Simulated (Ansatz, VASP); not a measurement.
Sb: VASP beside Ansatz

```
CELL_PARAMETERS angstrom
2.16105 1.24768 3.68808
-2.16105 1.24768 3.68808
0.00000 -2.49536 3.68808
ATOMIC_POSITIONS crystal
Sb 0.23569 0.23569 0.23569
Sb 0.76431 0.76431 0.76431
```

Alike in both runs: task single point; functional r2SCAN; k mesh 12 × 12 × 12; occupations gaussian, width 0.1 eV; no spin polarisation.

|  | VASP | Ansatz |
| --- | --- | --- |
| version | VASP 6.6.1 | Ansatz 0.2.0 |
| potentials or method | VASP PAW PBE potentials, release 64 (Sb), cutoff 520 eV | scalar-relativistic, plane waves, PAW |
| valence electrons in the cell | 10 | 30 |

Ansatz gave:

```
gap on the k mesh at the Fermi level (eV)                     : none
pressure (GPa)                                                : 1.7
traceless stress, the component that is largest in VASP (GPa) : 0.19
rms of the force components (eV/Å)                            : 0.064
```

What did VASP give for the same quantities?

gap on the k mesh at the Fermi level (eV): none; pressure (GPa): 1.7; traceless stress, the component that is largest in VASP (GPa): 0.17; rms of the force components (eV/Å): 0.039.

VASP's potentials were made for PBE, not for r2SCAN. Atom by atom the forces differ by 0.025 eV/Å (rms over components). A gap of «none» marks a metal or a gap that the smearing closes. VASP's potentials hold 10 valence electrons a cell and Ansatz's 30, so a difference there can come from the potentials and not from the codes.

Spin-orbit coupling is off throughout.
